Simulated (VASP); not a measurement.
SrO, 2 atoms in the cell. The structure is orthorhombic, space group Immm (No. 71). The conventional cell has a = 3.616 Å, b = 3.652 Å, c = 5.140 Å, α = 90.00°, β = 90.00°, γ = 90.00°. Within 3.4 Å of Sr (site symmetry mmm) lie 6 O at 2.57 Å. Within 3.4 Å of O (site symmetry mmm) lie 6 Sr at 2.57 Å.  This cell differs from its parent crystal: strain +0.0100 x Voigt [0, 0, 0, 0, 1, 0].

* Program: VASP 6.6.1
* Task: single point
* Functional: PBEsol
* Potentials or basis: VASP PAW PBE potentials, release 64 (Sr_sv, O)
* Cutoff: 520 eV
* k mesh: 8 × 8 × 8
* Occupations: gaussian, width 0.05 eV
* Spin: no spin polarisation
* Dipole correction: no
* Further INCAR settings: ALGO = Normal; EDIFF = 1e-06; NBANDS = 15

Potentials or basis: VASP PAW PBE potentials, release 64 (Sr_sv, O).

Command:

```sh
$ cat potpaw_PBE.64/Sr_sv/POTCAR potpaw_PBE.64/O/POTCAR > POTCAR
$ mpirun -np 1 vasp_std > vasp.out
```

Hardware: 1 thread of Intel(R) Xeon(R) Platinum 8259CL CPU @ 2.50GHz (Skylake/Cascade Lake), on a shared host.

Q: How long does it take, and how much memory?

A: Run time: 40 s on 1 thread of Intel(R) Xeon(R) Platinum 8259CL CPU @ 2.50GHz (Skylake/Cascade Lake) (shared host), peak memory 0.19 GiB. Counts: scf iterations 13, k points 95.
